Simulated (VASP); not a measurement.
Write the native input for VASP 6.6.1 that does the following.

- Task: relaxation of the atoms
- Functional: PBE
- Potentials or basis: VASP PAW PBE potentials, release 64 (Cu)
- Cutoff: 520 eV
- k mesh: 12 × 12 × 1
- Occupations: gaussian, width 0.1 eV
- Spin: no spin polarisation
- Dipole correction: yes
- Atoms held fixed (from 0): [0]
- Further INCAR settings: ALGO = Normal; EDIFF = 1e-06; IBRION = 2; EDIFFG = -0.03; NSW = 70

The structure of Cu lies in POSCAR:

```
Cu
1.0
    2.5666196361      0.0000000000      0.0000000000
   -1.2833098180      2.2227578067      0.0000000000
    0.0000000000      0.0000000000     18.1912723148
Cu
3
Selective dynamics
Direct
    0.6666666667      0.3333333333      0.3847999128  F F F
    0.3333333333      0.6666666667      0.5000000000  T T T
    0.0000000000      0.0000000000      0.6152000872  T T T
```

One way to write it, as run:

INCAR

```
PREC = Accurate
ENCUT = 520
EDIFF = 1E-6
ISMEAR = 0
SIGMA = 0.1
LREAL = False
LASPH = True
NELM = 80
ALGO = Normal
ISIF = 2
LWAVE = False
LCHARG = False
LDIPOL = True
IDIPOL = 3
DIPOL = 0.5 0.5 0.500
GGA = PE
IBRION = 2
NSW = 70
EDIFFG = -0.03
```

KPOINTS

```
Automatic mesh
0
Gamma
  12 12 1
```

Potentials or basis: VASP PAW PBE potentials, release 64 (Cu).

Run with:

```bash
$ cat potpaw_PBE.64/Cu/POTCAR > POTCAR
$ mpirun -np 1 vasp_std > vasp.out
```

It gave:

- Energy gained by relaxing: 0.7 meV/atom
- Ionic steps: 8
- Band gap on the k mesh: zero (an odd number of electrons rules out a gap without spin polarisation)

It took 6.4 min on 1 thread of Intel Xeon 8259CL (shared host), peak memory 0.24 GiB.
